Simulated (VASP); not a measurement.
# WC (I4/mmm) in VASP: further runs

The runs below take WC through single point, with r2SCAN.

All numbers are computed with VASP 6.6.1; they aren't measurements. Logs are shortened: lines on timing, memory, paths and dates and some standing lists are left out, and cuts for length are marked.

**1. The cell of the first run**

It takes space group I4/mmm (No. 139, tetragonal). The conventional cell has a = 2.709 Å, b = 2.709 Å, c = 5.746 Å, α = 90.00°, β = 90.00°, γ = 90.00°. W (site symmetry 4/mmm) has 4 C at 1.92 Å within 2.5 Å. C (site symmetry 4/mmm) has 4 W at 1.92 Å within 2.5 Å.

**2. Single point, r2SCAN**

POSCAR reads:

```
WC
1.0
    0.0000000000      1.9154859077      2.8732288616
    1.9154859077      0.0000000000      2.8732288616
    1.9154859077      1.9154859077      0.0000000000
W C
1 1
Direct
    0.0000000000      0.0000000000      0.0000000000
    0.5000000000      0.5000000000      0.5000000000
```

INCAR.step1 reads:

```
PREC = Accurate
ENCUT = 520
ISMEAR = 0
SIGMA = 0.15
LREAL = False
LASPH = True
NELM = 80
NBANDS = 16
GGA = PE
ALGO = Normal
EDIFF = 1E-4
LWAVE = True
LCHARG = False
```

INCAR.step2 reads:

```
PREC = Accurate
ENCUT = 520
EDIFF = 1E-7
ISMEAR = 0
SIGMA = 0.15
LREAL = False
LASPH = True
NELM = 80
ALGO = Normal
ISIF = 2
LWAVE = False
LCHARG = False
METAGGA = R2SCAN
LMIXTAU = True
NBANDS = 16
ISTART = 1
```

KPOINTS reads:

```
regular mesh
0
Gamma
  20 20 20
```

Potentials or basis: VASP PAW PBE potentials, release 64 (W_sv, C).

Command:

```sh
cat potpaw_PBE.64/W_sv/POTCAR potpaw_PBE.64/C/POTCAR > POTCAR
cp INCAR.step1 INCAR
mpirun -np 1 vasp_std > vasp.out
cp INCAR.step2 INCAR
mpirun -np 1 vasp_std > vasp.out
```

OUTCAR:

```text
PREC = Accurate
   ENCUT = 520
   EDIFF = 1E-7
   ISMEAR = 0
   LREAL = False
   LASPH = True
   NELM = 80
   ISIF = 2
   METAGGA = R2SCAN
   ISTART = 1

 ion  position               nearest neighbor table
   1  0.000  0.000  0.000-   2 1.92   2 1.92   2 1.92   2 1.92
   2  0.500  0.500  0.500-   1 1.92   1 1.92   1 1.92   1 1.92

  LATTYP: Found a body centered tetragonal cell.
 ALAT       =     2.7089061492
 C/A-ratio  =     2.1213203436

  Lattice vectors:

 A1 = (  -1.9154859077,   0.0000000000,   2.8732288616)
 A2 = (   1.9154859077,   0.0000000000,   2.8732288616)
 A3 = (   0.0000000000,   1.9154859077,  -2.8732288616)

Analysis of symmetry for initial positions (statically):
=====================================================================
 Subroutine PRICEL returns:
 Original cell was already a primitive cell.

 Routine SETGRP: Setting up the symmetry group for a
 body centered tetragonal supercell.

 Subroutine GETGRP returns: Found 16 space group operations
 (whereof 16 operations were pure point group operations)
 out of a pool of 16 trial point group operations.

The static configuration has the point symmetry D_4h.

Analysis of symmetry for dynamics (positions and initial velocities):
=====================================================================
 Subroutine PRICEL returns:
 Original cell was already a primitive cell.

 Routine SETGRP: Setting up the symmetry group for a
 body centered tetragonal supercell.

 Subroutine GETGRP returns: Found 16 space group operations
 (whereof 16 operations were pure point group operations)
 out of a pool of 16 trial point group operations.

The dynamic configuration has the point symmetry D_4h.

 Subroutine INISYM returns: Found 16 space group operations
 (whereof 16 operations are pure point group operations),
 and found     1 'primitive' translations

----------------------------------------------------------------------------------------

                                     Primitive cell

  volume of cell :      21.0842

  direct lattice vectors                    reciprocal lattice vectors
     0.000000000  1.915485908  2.873228862    -0.261030372  0.261030372  0.174020248
     1.915485908  0.000000000  2.873228862     0.261030372 -0.261030372  0.174020248
     1.915485908  1.915485908  0.000000000     0.261030372  0.261030372 -0.174020248

  length of vectors
     3.453191329  3.453191329  2.708906149     0.408113658  0.408113658  0.408113658

  position of ions in fractional coordinates (direct lattice)
     0.000000000  0.000000000  0.000000000
[... 80 lines left out ...]
   EDIFFG = 0.1E-05   stopping-criterion for IOM
   NSW    =      0    number of steps for IOM
   IBRION =     -1    ionic relax: 0-MD 1-quasi-New 2-CG
   NFREE  =      0    steps in history (QN), initial steepest desc. (CG)
   ISIF   =      2    stress and relaxation
   ISYM   =      2    0-nonsym 1-usesym 2-fastsym
   POTIM  = 0.5000    time-step for ionic-motion
   TEBEG  =    0.0;   TEEND  =   0.0 temperature during run
   PSTRESS=    0.0 pullay stress
   NELECT =      18.0000    total number of electrons
   NUPDOWN=      -1.0000    fix difference up-down
   EMIN   =  10.00;   EMAX   =-10.00  energy-range for DOS
   EFERMI =   0.00;   METHOD = LEGACY
   ISMEAR =     0;   SIGMA  =   0.15  broadening in eV -4-tet -1-fermi 0-gaus
   EFERMI_NEDOS =   21; number of points for ismear=-14 and -15
   IALGO  =     38    algorithm
   IMIX   =      4    mixing-type and parameters
     AMIX     =   0.40;   BMIX     =  1.00
     AMIX_MAG =   1.60;   BMIX_MAG =  1.00
  volume/ion in A,a.u.               =      10.54        71.14
  Fermi-wavevector in a.u.,A,eV,Ry     =   1.553029  2.934800 32.815887  2.411900
  Thomas-Fermi vector in A             =   2.657319
   LORBIT       =      0    0 simple, 1 ext, 2 COOP (PROOUT), +10 PAW based schemes
   METAGGA = R2SCAN    functional components
   LHFCALC =     F    Hartree Fock is set to
   AEXX    =    0.0000 exact exchange contribution
   IVDW    =     0    specifies the selected vdW correction
   LEPSILON=     F    determine dielectric tensor
   LRPA    =     F    only Hartree local field effects (RPA)
 non-spin polarized calculation
 Gauss-broadening in eV      SIGMA  =   0.15
  energy-cutoff  :      520.00
  volume of cell :       21.08
 maximum number of plane-waves:       588
 NGX is ok and might be reduce to    28
   NGX = 13   NGY = 13   NGZ = 11

 number of electron      18.0000002 magnetization

 Free energy of the ion-electron system (eV)
  ---------------------------------------------------
  ext. energy  EPLUGINS =         0.00000000
  ---------------------------------------------------
  free energy    TOTEN  =       -57.76720347 eV

  energy without entropy =      -57.75558713  energy(sigma->0) =      -57.76139530

 E-fermi :  11.8544     XC(G=0): -14.5544

 val. band max:       11.8489468301   @ k =   0.2500   0.1500   0.0500
 cond. band min:      11.8610341168   @ k =   0.3500   0.2500   0.1000
 fundamental gap:      0.0120872867
 Fermi energy:        11.8544085261

 k-point     1 :       0.0000    0.0000    0.0000
  band No.  band energies     occupation
      1     -64.7863      2.00000
      2     -28.3886      2.00000
      3     -28.1664      2.00000
      4     -28.1664      2.00000
      5      -4.9525      2.00000
      6       6.2153      2.00000
[... 433 lines left out ...]
      3     -28.3611      2.00000
      4     -28.0037      2.00000
      5      -0.6477      2.00000
      6       3.0819      2.00000
[... 8 lines left out ...]
     15      26.3690      0.00000
     16      28.4978      0.00000

 [... further k-points ...]

------------------------ aborting loop because EDIFF is reached ----------------------------------------

  FORCE on cell =-STRESS in cart. coord.  units (eV):
  Direction    XX          YY          ZZ          XY          YZ          ZX
  --------------------------------------------------------------------------------------
  -------------------------------------------------------------------------------------
  Total       20.3215125     20.3215125     -1.1009980      0.0000000      0.0000000      0.0000000
  in kB     1544.2175127   1544.2175127    -83.6640637      0.0000000      0.0000000      0.0000000
  external PRESSURE =    1001.5903206 kB  Pullay stress =       0.0000000 kB

 VOLUME and BASIS-vectors are now :
 -----------------------------------------------------------------------------
  energy-cutoff  :      520.00
  volume of cell :       21.08
      direct lattice vectors                 reciprocal lattice vectors
     0.000000000  1.915485908  2.873228862    -0.261030372  0.261030372  0.174020248
     1.915485908  0.000000000  2.873228862     0.261030372 -0.261030372  0.174020248
     1.915485908  1.915485908  0.000000000     0.261030372  0.261030372 -0.174020248

 POSITION                                       TOTAL-FORCE (eV/Angst)
 -----------------------------------------------------------------------------------
      0.00000      0.00000      0.00000         0.000000     -0.000000      0.000000
      1.91549      1.91549      2.87323        -0.000000      0.000000      0.000000
 -----------------------------------------------------------------------------------
    total drift:                               -0.000000      0.000000      0.000000

  FREE ENERGIE OF THE ION-ELECTRON SYSTEM (eV)
  ---------------------------------------------------
  free  energy   TOTEN  =       -57.7672034671 eV

  energy  without entropy=      -57.7555871292  energy(sigma->0) =      -57.76139530
```

OUTCAR.step1:

```text
PREC = Accurate
   ENCUT = 520
   ISMEAR = 0
   LREAL = False
   LASPH = True
[... 679 lines left out ...]
      0.00000      0.00000      0.00000        -0.000000      0.000000      0.000000
      1.91549      1.91549      2.87323         0.000000      0.000000      0.000000
 -----------------------------------------------------------------------------------
    total drift:                               -0.000000      0.000000      0.000000

  FREE ENERGIE OF THE ION-ELECTRON SYSTEM (eV)
  ---------------------------------------------------
  free  energy   TOTEN  =       -18.6422146074 eV

  energy  without entropy=      -18.6299831983  energy(sigma->0) =      -18.63609890
```

OSZICAR.step1:

```text
N       E                     dE             d eps       ncg     rms          rms(c)
DAV:   1     0.117987998076E+03    0.11799E+03   -0.94827E+03 20544   0.125E+03
DAV:   2    -0.193629980211E+02   -0.13735E+03   -0.13199E+03 24968   0.341E+02
DAV:   3    -0.228849262444E+02   -0.35219E+01   -0.35091E+01 22936   0.524E+01
DAV:   4    -0.229043573015E+02   -0.19431E-01   -0.19430E-01 25544   0.440E+00
DAV:   5    -0.229045048523E+02   -0.14755E-03   -0.14755E-03 23088   0.367E-01    0.453E+01
DAV:   6    -0.187386591808E+02    0.41658E+01   -0.88808E+00 25688   0.292E+01    0.133E+01
DAV:   7    -0.186790980216E+02    0.59561E-01   -0.72394E-01 21576   0.678E+00    0.989E+00
DAV:   8    -0.186447472390E+02    0.34351E-01   -0.54716E-02 25688   0.189E+00    0.144E+00
DAV:   9    -0.186422876812E+02    0.24596E-02   -0.35323E-03 23208   0.515E-01    0.199E-01
DAV:  10    -0.186422146074E+02    0.73074E-04   -0.32349E-04 25592   0.145E-01
   1 F= -.18642215E+02 E0= -.18636099E+02  d E =-.122314E-01
```

Wall time 15 min (1 thread of Intel Xeon Platinum 8259CL at 2.50GHz (Skylake/Cascade Lake), shared host); peak memory 0.33 GiB.

Results:

```
Free energy            : -57.7672 eV
Pressure               : 100.2 GPa
Band gap on the k mesh : zero (bands 9 and 10 overlap by 4.15 eV)
```

Caveat: the stress differs along the axes, from -8 to 154 GPa; the PAW data sets were made with another functional, which shifts forces and pressure a little; spin-orbit coupling is left out, which moves the levels of the heavy elements.

[end of part 1 of 2]
